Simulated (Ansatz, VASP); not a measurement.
**CdHgS2 in VASP and in Ansatz**

```xyz
4
Lattice="4.2193 0.0000 0.0000 0.0000 4.2193 0.0000 0.0000 0.0000 5.9404" Properties=species:S:1:pos:R:3 pbc="T T T"
Cd    0.0000    0.0000    0.0000
Hg    2.1096    2.1096    2.9702
S     2.1096    0.0000    1.4644
S     0.0000    2.1096    4.4760
```

Alike in both runs: functional PBE; k mesh 8 × 8 × 6; occupations gaussian, width 0.01 eV; no spin polarisation.

Ansatz relaxed the structure, and its values are those at the end. VASP's run is a single point on that final structure, the one shown.

```csv
,VASP,Ansatz
version,VASP 6.6.1,Ansatz 0.2.0
potentials or method,"VASP PAW PBE potentials, release 64 (Cd, Hg, S), cutoff 520 eV","scalar-relativistic, plane waves, PAW"
valence electrons in the cell,36,52
```

|  | VASP | Ansatz | Ansatz less VASP |
| --- | --- | --- | --- |
| gap on the k mesh at the Fermi level (eV) | 0.22 | 0.22 | +0.001 |
| least direct gap on the mesh (eV) | 0.22 | 0.22 | +0.001 |
| pressure (GPa) | 0.3 | 0.0 | -0.26 |
| rms of the force components (eV/Å) | 0.003 | 0.004 | +0.0007 |

VASP's potentials hold 36 valence electrons a cell and Ansatz's 52, so a difference there can come from the potentials and not from the codes.

Neither program's run includes spin-orbit coupling.
